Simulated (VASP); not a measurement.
# CsBa3 (Pm-3m) in VASP: notebook

Runs on CsBa3. Level: PBE. Tasks: single point.

Program: VASP 6.6.1. These are calculated values, not measurements. Logs are shortened: lines on timing, memory, paths and dates and some standing lists are left out, and cuts for length are marked.

### Step 1. The cell of the first run

Symmetry: Pm-3m, No. 221, cubic system. Conventional cell: a = 6.604 Å, b = 6.604 Å, c = 6.604 Å, α = 90.00°, β = 90.00°, γ = 90.00°.

### Step 2. Single point, PBE

Input file INCAR:

```
PREC = Accurate
ENCUT = 520
EDIFF = 1E-6
ISMEAR = 0
SIGMA = 0.1
LREAL = False
LASPH = True
NELM = 60
ALGO = Fast
ISIF = 2
LWAVE = False
LCHARG = False
GGA = PE
NBANDS = 28
```

Input file KPOINTS:

```
Automatic mesh
0
Gamma
  4 4 4
```

Input file POSCAR:

```
CsBa3
1.0
    6.6043710000      0.0000000000      0.0000000000
    0.0000000000      6.6043710000      0.0000000000
    0.0000000000      0.0000000000      6.6043710000
Cs Ba
1 3
Direct
    0.0000000000      0.0000000000      0.0000000000
    0.0000000000      0.5000000000      0.5000000000
    0.5000000000      0.0000000000      0.5000000000
    0.5000000000      0.5000000000      0.0000000000
```

Potentials or basis: VASP PAW PBE potentials, release 64 (Cs_sv, Ba_sv).

Started as:

```sh
> cat potpaw_PBE.64/Cs_sv/POTCAR potpaw_PBE.64/Ba_sv/POTCAR > POTCAR
> mpirun -np 1 vasp_std > vasp.out
```

OUTCAR:

```text
PREC = Accurate
   ENCUT = 520
   EDIFF = 1E-6
   ISMEAR = 0
   LREAL = False
   LASPH = True
   NELM = 60
   ISIF = 2
   GGA = PE

 ion  position               nearest neighbor table
   1  0.000  0.000  0.000-
   2  0.000  0.500  0.500-   3 4.67   4 4.67   4 4.67   3 4.67   3 4.67   4 4.67   4 4.67   3 4.67

   3  0.500  0.000  0.500-   2 4.67   4 4.67   4 4.67   2 4.67   4 4.67   4 4.67   2 4.67   2 4.67

   4  0.500  0.500  0.000-   2 4.67   3 4.67   2 4.67   3 4.67   3 4.67   3 4.67   2 4.67   2 4.67

  LATTYP: Found a simple cubic cell.
 ALAT       =     6.6043710000

  Lattice vectors:

 A1 = (   6.6043710000,   0.0000000000,   0.0000000000)
 A2 = (   0.0000000000,   6.6043710000,   0.0000000000)
 A3 = (   0.0000000000,   0.0000000000,   6.6043710000)

Analysis of symmetry for initial positions (statically):
=====================================================================
 Subroutine PRICEL returns:
 Original cell was already a primitive cell.

 Routine SETGRP: Setting up the symmetry group for a
 simple cubic supercell.

 Subroutine GETGRP returns: Found 48 space group operations
 (whereof 48 operations were pure point group operations)
 out of a pool of 48 trial point group operations.

The static configuration has the point symmetry O_h .

Analysis of symmetry for dynamics (positions and initial velocities):
=====================================================================
 Subroutine PRICEL returns:
 Original cell was already a primitive cell.

 Routine SETGRP: Setting up the symmetry group for a
 simple cubic supercell.

 Subroutine GETGRP returns: Found 48 space group operations
 (whereof 48 operations were pure point group operations)
 out of a pool of 48 trial point group operations.

The dynamic configuration has the point symmetry O_h .

 Subroutine INISYM returns: Found 48 space group operations
 (whereof 48 operations are pure point group operations),
 and found     1 'primitive' translations

----------------------------------------------------------------------------------------

                                     Primitive cell

  volume of cell :     288.0676

  direct lattice vectors                    reciprocal lattice vectors
     6.604371000  0.000000000  0.000000000     0.151414874  0.000000000  0.000000000
     0.000000000  6.604371000  0.000000000     0.000000000  0.151414874  0.000000000
     0.000000000  0.000000000  6.604371000     0.000000000  0.000000000  0.151414874

  length of vectors
     6.604371000  6.604371000  6.604371000     0.151414874  0.151414874  0.151414874

  position of ions in fractional coordinates (direct lattice)
     0.000000000  0.000000000  0.000000000
     0.000000000  0.500000000  0.500000000
     0.500000000  0.000000000  0.500000000
     0.500000000  0.500000000  0.000000000

  ion indices of the primitive-cell ions
   primitive index   ion index
                 1           1
                 2           2
                 3           3
                 4           4

----------------------------------------------------------------------------------------

 KPOINTS: Automatic mesh

Automatic generation of k-mesh.
 Grid dimensions read from file:
 generate k-points for:    4    4    4

 Generating k-lattice:

  Cartesian coordinates                     Fractional coordinates (reciprocal lattice)
     0.037853718  0.000000000  0.000000000     0.250000000  0.000000000  0.000000000
     0.000000000  0.037853718  0.000000000     0.000000000  0.250000000  0.000000000
     0.000000000  0.000000000  0.037853718     0.000000000  0.000000000  0.250000000

  Length of vectors
     0.037853718  0.037853718  0.037853718

  Shift w.r.t. Gamma in fractional coordinates (k-lattice)
     0.000000000  0.000000000  0.000000000

 Subroutine IBZKPT returns following result:
 ===========================================

 Found     10 irreducible k-points:

 Following reciprocal coordinates:
            Coordinates               Weight
  0.000000  0.000000  0.000000      1.000000
  0.250000  0.000000  0.000000      6.000000
  0.500000  0.000000  0.000000      3.000000
  0.250000  0.250000  0.000000     12.000000
  0.500000  0.250000  0.000000     12.000000
  0.500000  0.500000  0.000000      3.000000
  0.250000  0.250000  0.250000      8.000000
  0.500000  0.250000  0.250000     12.000000
  0.500000  0.500000  0.250000      6.000000
  0.500000  0.500000  0.500000      1.000000
   k-points           NKPTS =     10   k-points in BZ     NKDIM =     10   number of bands    NBANDS=     28
   number of dos      NEDOS =    301   number of ions     NIONS =      4
   total plane-waves  NPLWV = 125000
   dimension x,y,z NGX =    50 NGY =   50 NGZ =   50
   dimension x,y,z NGXF=   100 NGYF=  100 NGZF=  100
   ions per type =               1   3
   NGX,Y,Z   is equivalent  to a cutoff of  12.59, 12.59, 12.59 a.u.
   NGXF,Y,Z  is equivalent  to a cutoff of  25.17, 25.17, 25.17 a.u.
 SYSTEM =  unknown system
   PREC   = accura    normal or accurate (medium, high low for compatibility)
   ISTART =      0    job   : 0-new  1-cont  2-samecut
   ICHARG =      2    charge: 1-file 2-atom 10-const
   ISPIN  =      1    spin polarized calculation?
   LNONCOLLINEAR =      F non collinear calculations
   LSORBIT =      F    spin-orbit coupling
   LASPH  =      T    aspherical Exc in radial PAW
   ENCUT  =  520.0 eV  38.22 Ry    6.18 a.u.  12.28 12.28 12.28*2*pi/ulx,y,z
   NELM   =     60;   NELMIN=  2; NELMDL= -5     # of ELM steps
   EDIFF  = 0.1E-05   stopping-criterion for ELM
   LREAL  =      F    real-space projection
   EDIFFG = 0.1E-04   stopping-criterion for IOM
   NSW    =      0    number of steps for IOM
   IBRION =     -1    ionic relax: 0-MD 1-quasi-New 2-CG
   NFREE  =      0    steps in history (QN), initial steepest desc. (CG)
   ISIF   =      2    stress and relaxation
   ISYM   =      2    0-nonsym 1-usesym 2-fastsym
   POTIM  = 0.5000    time-step for ionic-motion
   TEBEG  =    0.0;   TEEND  =   0.0 temperature during run
   PSTRESS=    0.0 pullay stress
   NELECT =      39.0000    total number of electrons
   NUPDOWN=      -1.0000    fix difference up-down
   EMIN   =  10.00;   EMAX   =-10.00  energy-range for DOS
   EFERMI =   0.00;   METHOD = LEGACY
   ISMEAR =     0;   SIGMA  =   0.10  broadening in eV -4-tet -1-fermi 0-gaus
   EFERMI_NEDOS =   21; number of points for ismear=-14 and -15
   IALGO  =     68    algorithm
   IMIX   =      4    mixing-type and parameters
     AMIX     =   0.40;   BMIX     =  1.00
     AMIX_MAG =   1.60;   BMIX_MAG =  1.00
  volume/ion in A,a.u.               =      72.02       485.99
  Fermi-wavevector in a.u.,A,eV,Ry     =   0.840617  1.588536  9.614382  0.706637
  Thomas-Fermi vector in A             =   1.955028
   LORBIT       =      0    0 simple, 1 ext, 2 COOP (PROOUT), +10 PAW based schemes
   GGA     = PE    functional components
   LHFCALC =     F    Hartree Fock is set to
   AEXX    =    0.0000 exact exchange contribution
   IVDW    =     0    specifies the selected vdW correction
   LEPSILON=     F    determine dielectric tensor
   LRPA    =     F    only Hartree local field effects (RPA)
 non-spin polarized calculation
 RMM-DIIS sequential band-by-band and
 Gauss-broadening in eV      SIGMA  =   0.10
  energy-cutoff  :      520.00
  volume of cell :      288.07
 maximum number of plane-waves:      7809
 NGX is ok and might be reduce to    50
   NGX = 25   NGY = 25   NGZ = 25

 number of electron      38.9999992 magnetization

 Free energy of the ion-electron system (eV)
  ---------------------------------------------------
  ext. energy  EPLUGINS =         0.00000000
  ---------------------------------------------------
  free energy    TOTEN  =        -5.98016817 eV

  energy without entropy =       -5.95255041  energy(sigma->0) =       -5.96635929

 E-fermi :   1.3538     XC(G=0):  -6.9405

 val. band max:        1.3213159005   @ k =   0.5000   0.2500   0.2500
 cond. band min:       1.3626306714   @ k =   0.5000   0.0000   0.0000
 fundamental gap:      0.0413147710
 Fermi energy:         1.3537624601

 k-point     1 :       0.0000    0.0000    0.0000
  band No.  band energies     occupation
      1     -27.9536      2.00000
      2     -27.9321      2.00000
      3     -27.9321      2.00000
      4     -21.5187      2.00000
      5     -13.1958      2.00000
      6     -13.1958      2.00000
[... 20 lines left out ...]
     27       3.2061      0.00000
     28       3.2061      0.00000

 k-point     2 :       0.2500    0.0000    0.0000
  band No.  band energies     occupation
      1     -27.9509      2.00000
      2     -27.9348      2.00000
      3     -27.9321      2.00000
      4     -21.5187      2.00000
      5     -13.1799      2.00000
      6     -13.1799      2.00000
[... 20 lines left out ...]
     27       2.8406      0.00000
     28       3.3962      0.00000

 k-point     3 :       0.5000    0.0000    0.0000
  band No.  band energies     occupation
      1     -27.9464      2.00000
      2     -27.9393      2.00000
      3     -27.9321      2.00000
      4     -21.5187      2.00000
      5     -13.1574      2.00000
      6     -13.1574      2.00000
[... 20 lines left out ...]
     27       2.8431      0.00000
     28       3.0210      0.00000

 k-point     4 :       0.2500    0.2500    0.0000
  band No.  band energies     occupation
      1     -27.9484      2.00000
      2     -27.9357      2.00000
      3     -27.9336      2.00000
      4     -21.5187      2.00000
      5     -13.1865      2.00000
      6     -13.1634      2.00000
[... 144 lines left out ...]
     27       2.8315      0.00000
     28       3.1800      0.00000

 k-point     9 :       0.5000    0.5000    0.2500
  band No.  band energies     occupation
      1     -27.9392      2.00000
      2     -27.9392      2.00000
      3     -27.9392      2.00000
      4     -21.5185      2.00000
      5     -13.2062      2.00000
      6     -13.1926      2.00000
[... 20 lines left out ...]
     27       2.8323      0.00000
     28       2.9326      0.00000

 k-point    10 :       0.5000    0.5000    0.5000
  band No.  band energies     occupation
      1     -27.9392      2.00000
      2     -27.9392      2.00000
      3     -27.9392      2.00000
      4     -21.5184      2.00000
      5     -13.2374      2.00000
      6     -13.1942      2.00000
[... 20 lines left out ...]
     27       2.7170      0.00000
     28       3.0642      0.00000

------------------------ aborting loop because EDIFF is reached ----------------------------------------

  FORCE on cell =-STRESS in cart. coord.  units (eV):
  Direction    XX          YY          ZZ          XY          YZ          ZX
  --------------------------------------------------------------------------------------
  -------------------------------------------------------------------------------------
  Total       -0.0778985     -0.0778985     -0.0778985      0.0000000     -0.0000000      0.0000000
  in kB       -0.4332565     -0.4332565     -0.4332565      0.0000000     -0.0000000      0.0000000
  external PRESSURE =      -0.4332565 kB  Pullay stress =       0.0000000 kB

 VOLUME and BASIS-vectors are now :
 -----------------------------------------------------------------------------
  energy-cutoff  :      520.00
  volume of cell :      288.07
      direct lattice vectors                 reciprocal lattice vectors
     6.604371000  0.000000000  0.000000000     0.151414874  0.000000000  0.000000000
     0.000000000  6.604371000  0.000000000     0.000000000  0.151414874  0.000000000
     0.000000000  0.000000000  6.604371000     0.000000000  0.000000000  0.151414874

 POSITION                                       TOTAL-FORCE (eV/Angst)
 -----------------------------------------------------------------------------------
      0.00000      0.00000      0.00000         0.000000      0.000000      0.000000
      0.00000      3.30219      3.30219         0.000000      0.000000      0.000000
      3.30219      0.00000      3.30219         0.000000      0.000000      0.000000
      3.30219      3.30219      0.00000         0.000000      0.000000      0.000000
 -----------------------------------------------------------------------------------
    total drift:                                0.000000     -0.000000      0.000000

  FREE ENERGIE OF THE ION-ELECTRON SYSTEM (eV)
  ---------------------------------------------------
  free  energy   TOTEN  =        -5.9801681661 eV

  energy  without entropy=       -5.9525504125  energy(sigma->0) =       -5.96635929
```

Wall time 3.5 min (1 thread of Intel Xeon 8259CL, shared host); peak memory 0.38 GiB.

What came out:

| Item | Value |
| --- | --- |
| Free energy | -5.9802 eV |
| Pressure | 0.0 GPa |
| Band gap on the k mesh | zero (an odd number of electrons rules out a gap without spin polarisation) |

Caveat: spin-orbit coupling is left out, which moves the levels of the heavy elements.

### Step 3. Single point, PBE

Input file INCAR:

```
PREC = Accurate
ENCUT = 520
EDIFF = 1E-6
ISMEAR = 0
SIGMA = 0.1
LREAL = F
LASPH = T
NELM = 100
ALGO = Fast
ISIF = 2
LWAVE = F
LCHARG = T
GGA = PE
LELF = T
LVHAR = T
NBANDS = 28
```

Input file KPOINTS:

```
Automatic mesh
0
Gamma
  8 8 8
```

POSCAR is that of step 2.

Potentials or basis: VASP PAW PBE potentials, release 64 (Cs_sv, Ba_sv).

Started as:

```sh
> cat potpaw_PBE.64/Cs_sv/POTCAR potpaw_PBE.64/Ba_sv/POTCAR > POTCAR
> mpirun -np 1 vasp_std > vasp.out
```

Wall time 9.4 min (1 thread of Intel Xeon 8259CL, shared host); peak memory 0.5 GiB.

It converged, with:

```yaml
Free_energy: -5.9722 eV
Pressure: 0.0 GPa
Band_gap_on_the_k_mesh: zero (an odd number of electrons rules out a gap without spin polarisation)
```

Levels at points of the mesh, in eV from the Fermi level:
```tsv
k point	band 18	band 19	band 20	band 21	band 22	band 23
(0.00, 0.00, 0.00)	-0.61	-0.55	-0.55	0.04	0.04	0.04
(0.50, 0.00, 0.00)	-1.27	0.00	0.19	0.46	0.71	0.71
(0.50, 0.50, 0.00)	-0.60	-0.60	-0.23	0.53	0.77	0.77
(0.50, 0.50, 0.50)	-0.86	-0.86	-0.47	0.65	1.06	1.06
```

Caveat: spin-orbit coupling is left out, which moves the levels of the heavy elements.
